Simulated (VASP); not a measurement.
# Nb (Im-3m) in VASP: single point with LDA

Aim: the single point of Nb with LDA.

All numbers are computed with VASP 6.6.1; they aren't measurements. Logs are shortened: lines on timing, memory, paths and dates and some standing lists are left out, and cuts for length are marked.

## (1) The cell of the first run

It takes space group Im-3m (No. 229, cubic). Conventional cell: a = 3.237 Å, b = 3.237 Å, c = 3.237 Å, α = 90.00°, β = 90.00°, γ = 90.00°. Within 3.7 Å of Nb (site symmetry m-3m) lie 14 Nb at 2.80 to 3.24 Å.

## (2) Single point, LDA

File INCAR:

```
ALGO     = Normal         # electronic algorithm
EDIFF    = 1E-7           # SCF threshold, eV
ENCUT    = 520            # plane-wave cutoff, eV
GGA      = CA             # functional
ISIF     = 2              # what is computed and relaxed
ISMEAR   = 0              # smearing method
LASPH    = True           # aspherical terms in the spheres
LCHARG   = False          # write CHGCAR
LREAL    = False          # projectors in reciprocal space
LWAVE    = False          # write WAVECAR
NBANDS   = 12             # bands
NELM     = 100            # most SCF steps
PREC     = Accurate       # precision mode
SIGMA    = 0.05           # smearing width, eV
```

File KPOINTS:

```
k-points
0
Gamma
  18 18 18
```

File POSCAR:

```
Nb
1.0
   -1.6186715907      1.6186715907      1.6186715907
    1.6186715907     -1.6186715907      1.6186715907
    1.6186715907      1.6186715907     -1.6186715907
Nb
1
Direct
    0.0000000000      0.0000000000      0.0000000000
```

Potentials or basis: VASP PAW LDA potentials, release 64 (Nb_sv).

Run with:

```bash
> cat potpaw_LDA.64/Nb_sv/POTCAR > POTCAR
> mpirun -np 1 vasp_std > vasp.out
```

OUTCAR:

```text
EDIFF = 1E-7
   ENCUT = 520
   GGA = CA
   ISIF = 2
   ISMEAR = 0
   LASPH = True
   LREAL = False
   NELM = 100
   PREC = Accurate

 ion  position               nearest neighbor table
   1  0.000  0.000  0.000-

  LATTYP: Found a body centered cubic cell.
 ALAT       =     3.2373431814

  Lattice vectors:

 A1 = (  -1.6186715907,   1.6186715907,   1.6186715907)
 A2 = (   1.6186715907,  -1.6186715907,   1.6186715907)
 A3 = (   1.6186715907,   1.6186715907,  -1.6186715907)

Analysis of symmetry for initial positions (statically):
=====================================================================
 Subroutine PRICEL returns:
 Original cell was already a primitive cell.

 Routine SETGRP: Setting up the symmetry group for a
 body centered cubic supercell.

 Subroutine GETGRP returns: Found 48 space group operations
 (whereof 48 operations were pure point group operations)
 out of a pool of 48 trial point group operations.

The static configuration has the point symmetry O_h .

Analysis of symmetry for dynamics (positions and initial velocities):
=====================================================================
 Subroutine PRICEL returns:
 Original cell was already a primitive cell.

 Routine SETGRP: Setting up the symmetry group for a
 body centered cubic supercell.

 Subroutine GETGRP returns: Found 48 space group operations
 (whereof 48 operations were pure point group operations)
 out of a pool of 48 trial point group operations.

The dynamic configuration has the point symmetry O_h .

 Subroutine INISYM returns: Found 48 space group operations
 (whereof 48 operations are pure point group operations),
 and found     1 'primitive' translations

----------------------------------------------------------------------------------------

                                     Primitive cell

  volume of cell :      16.9643

  direct lattice vectors                    reciprocal lattice vectors
    -1.618671591  1.618671591  1.618671591     0.000000000  0.308895271  0.308895271
     1.618671591 -1.618671591  1.618671591     0.308895271  0.000000000  0.308895271
     1.618671591  1.618671591 -1.618671591     0.308895271  0.308895271  0.000000000

  length of vectors
     2.803621436  2.803621436  2.803621436     0.436843882  0.436843882  0.436843882

  position of ions in fractional coordinates (direct lattice)
     0.000000000  0.000000000  0.000000000

  ion indices of the primitive-cell ions
   primitive index   ion index
                 1           1
[... 80 lines left out ...]
   POTIM  = 0.5000    time-step for ionic-motion
   TEBEG  =    0.0;   TEEND  =   0.0 temperature during run
   PSTRESS=    0.0 pullay stress
   NELECT =      13.0000    total number of electrons
   NUPDOWN=      -1.0000    fix difference up-down
   EMIN   =  10.00;   EMAX   =-10.00  energy-range for DOS
   EFERMI =   0.00;   METHOD = LEGACY
   ISMEAR =     0;   SIGMA  =   0.05  broadening in eV -4-tet -1-fermi 0-gaus
   EFERMI_NEDOS =   21; number of points for ismear=-14 and -15
   IALGO  =     38    algorithm
   IMIX   =      4    mixing-type and parameters
     AMIX     =   0.40;   BMIX     =  1.00
     AMIX_MAG =   1.60;   BMIX_MAG =  1.00
  volume/ion in A,a.u.               =      16.96       114.48
  Fermi-wavevector in a.u.,A,eV,Ry     =   1.498111  2.831019 30.536036  2.244335
  Thomas-Fermi vector in A             =   2.609912
   LORBIT       =      0    0 simple, 1 ext, 2 COOP (PROOUT), +10 PAW based schemes
   GGA     = CA    functional components
   LHFCALC =     F    Hartree Fock is set to
   AEXX    =    0.0000 exact exchange contribution
   IVDW    =     0    specifies the selected vdW correction
   LEPSILON=     F    determine dielectric tensor
   LRPA    =     F    only Hartree local field effects (RPA)
 non-spin polarized calculation
 Gauss-broadening in eV      SIGMA  =   0.05
  energy-cutoff  :      520.00
  volume of cell :       16.96
 maximum number of plane-waves:       470
 NGX is ok and might be reduce to    24
   NGX = 11   NGY = 11   NGZ = 11

 number of electron      13.0000000 magnetization

 Free energy of the ion-electron system (eV)
  ---------------------------------------------------
  ext. energy  EPLUGINS =         0.00000000
  ---------------------------------------------------
  free energy    TOTEN  =       -11.25511294 eV

  energy without entropy =      -11.25343536  energy(sigma->0) =      -11.25427415

 E-fermi :  11.8555     XC(G=0): -13.0261

 val. band max:       11.8483382064   @ k =   0.2778   0.0000   0.0000
 cond. band min:      11.8652848490   @ k =  -0.2778   0.2778   0.1667
 fundamental gap:      0.0169466425
 Fermi energy:        11.8554665777

 k-point     1 :       0.0000    0.0000    0.0000
  band No.  band energies     occupation
      1     -42.1531      2.00000
      2     -17.4575      2.00000
      3     -17.4575      2.00000
      4     -17.4575      2.00000
      5       5.8302      2.00000
      6      12.1683      0.00000
      7      12.1683      0.00000
      8      12.1683      0.00000
      9      15.2756      0.00000
     10      15.2756      0.00000
     11      26.2500      0.00000
     12      26.2500      0.00000
[... 331 lines left out ...]
 k-point    24 :       0.3889    0.1111    0.0000
  band No.  band energies     occupation
      1     -41.8338      2.00000
      2     -19.0110      2.00000
      3     -18.0239      2.00000
      4     -17.5476      2.00000
      5       8.2892      2.00000
      6      10.1390      2.00000
      7      13.1827      0.00000
      8      15.1880      0.00000
      9      16.3843      0.00000
     10      19.1259      0.00000
     11      24.3824      0.00000
     12      24.9938      0.00000

 [... further k-points ...]

------------------------ aborting loop because EDIFF is reached ----------------------------------------

  FORCE on cell =-STRESS in cart. coord.  units (eV):
  Direction    XX          YY          ZZ          XY          YZ          ZX
  --------------------------------------------------------------------------------------
  -------------------------------------------------------------------------------------
  Total        0.1781987      0.1781987      0.1781987     -0.0000000     -0.0000000      0.0000000
  in kB       16.8298007     16.8298007     16.8298007     -0.0000000     -0.0000000      0.0000000
  external PRESSURE =      16.8298007 kB  Pullay stress =       0.0000000 kB

 VOLUME and BASIS-vectors are now :
 -----------------------------------------------------------------------------
  energy-cutoff  :      520.00
  volume of cell :       16.96
      direct lattice vectors                 reciprocal lattice vectors
    -1.618671591  1.618671591  1.618671591     0.000000000  0.308895271  0.308895271
     1.618671591 -1.618671591  1.618671591     0.308895271  0.000000000  0.308895271
     1.618671591  1.618671591 -1.618671591     0.308895271  0.308895271  0.000000000

 POSITION                                       TOTAL-FORCE (eV/Angst)
 -----------------------------------------------------------------------------------
      0.00000      0.00000      0.00000         0.000000     -0.000000      0.000000
 -----------------------------------------------------------------------------------
    total drift:                                0.000000      0.000000      0.000000

  FREE ENERGIE OF THE ION-ELECTRON SYSTEM (eV)
  ---------------------------------------------------
  free  energy   TOTEN  =       -11.2551129375 eV

  energy  without entropy=      -11.2534353594  energy(sigma->0) =      -11.25427415
```

OSZICAR:

```text
N       E                     dE             d eps       ncg     rms          rms(c)
DAV:   1     0.123460850473E+03    0.12346E+03   -0.72218E+03  4712   0.109E+03
DAV:   2    -0.633087970336E+01   -0.12979E+03   -0.12515E+03  5036   0.415E+02
DAV:   3    -0.113859839341E+02   -0.50551E+01   -0.48035E+01  7044   0.737E+01
DAV:   4    -0.116492601051E+02   -0.26328E+00   -0.26006E+00  6632   0.145E+01
DAV:   5    -0.116635188688E+02   -0.14259E-01   -0.14235E-01  7080   0.282E+00    0.774E+00
DAV:   6    -0.112959848872E+02    0.36753E+00   -0.54953E-01  7656   0.981E+00    0.278E+00
DAV:   7    -0.112516227910E+02    0.44362E-01   -0.15928E-01  7760   0.514E+00    0.861E-01
DAV:   8    -0.112550608760E+02   -0.34381E-02   -0.11445E-02  5696   0.136E+00    0.271E-02
DAV:   9    -0.112551090889E+02   -0.48213E-04   -0.79129E-04  7640   0.279E-01    0.369E-02
DAV:  10    -0.112551155439E+02   -0.64550E-05   -0.13388E-05  5856   0.376E-02    0.234E-02
DAV:  11    -0.112551129899E+02    0.25541E-05   -0.85825E-06  6056   0.526E-02    0.421E-03
DAV:  12    -0.112551129375E+02    0.52337E-07   -0.17101E-07  5736   0.469E-03
   1 F= -.11255113E+02 E0= -.11254274E+02  d E =-.167758E-02
```

Run time: 44 s. Hardware: 1 thread of Intel Xeon Platinum 8259CL at 2.50GHz (Skylake/Cascade Lake), shared host; peak memory 0.15 GiB.

Results:

```yaml
Free_energy: -11.2551 eV
Pressure: 1.7 GPa
```

Levels at points of the mesh, in eV from the Fermi level:
| k point | band 2 | band 3 | band 4 | band 5 | band 6 | band 7 | band 8 | band 9 | band 10 | band 11 |
| --- | --- | --- | --- | --- | --- | --- | --- | --- | --- | --- |
| (0.00, 0.00, 0.00) | -29.31 | -29.31 | -29.31 | -6.03 | 0.31 | 0.31 | 0.31 | 3.42 | 3.42 | 14.39 |
| (0.50, 0.00, 0.00) | -30.97 | -29.83 | -29.33 | -3.99 | -1.87 | 2.66 | 3.49 | 4.22 | 6.89 | 11.83 |
| (0.50, 0.50, 0.50) | -30.44 | -30.44 | -30.44 | -4.10 | -4.10 | 6.03 | 6.03 | 6.03 | 9.60 | 9.60 |
